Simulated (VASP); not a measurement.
A run of VASP 6.6.1:

File INCAR:

```
PREC = Accurate
ENCUT = 520
EDIFF = 1E-7
ISMEAR = 0
SIGMA = 0.15
LREAL = False
LASPH = True
NELM = 60
ALGO = Fast
ISIF = 2
LWAVE = False
LCHARG = True
GGA = PS
LELF = True
LVHAR = True
NBANDS = 15
```

KPOINTS

```
Automatic mesh
0
Gamma
  18 18 18
```

The input POSCAR:

```
TiC
1.0
    0.0000000000      2.1640000000      2.1640000000
    2.1640000000      0.0000000000      2.1640000000
    2.1640000000      2.1640000000      0.0000000000
Ti C
1 1
Direct
   -0.0231053604     -0.0231053604     -0.0095705537
    0.5000000000      0.5000000000      0.5000000000
```

Potentials or basis: VASP PAW PBE potentials, release 64 (Ti_sv, C).

Run with:

```sh
$ cat potpaw_PBE.64/Ti_sv/POTCAR potpaw_PBE.64/C/POTCAR > POTCAR
$ mpirun -np 1 vasp_std > vasp.out
```

Hardware: 1 thread of Oxide Virtual Turin-like Processor (shared host).

Task: Estimate the wall time of this run.

Result: Run time: 24 min on 1 thread of Oxide Virtual Turin-like Processor, on a shared host, peak memory 0.53 GiB. Counts: scf iterations 26, k points 1550.
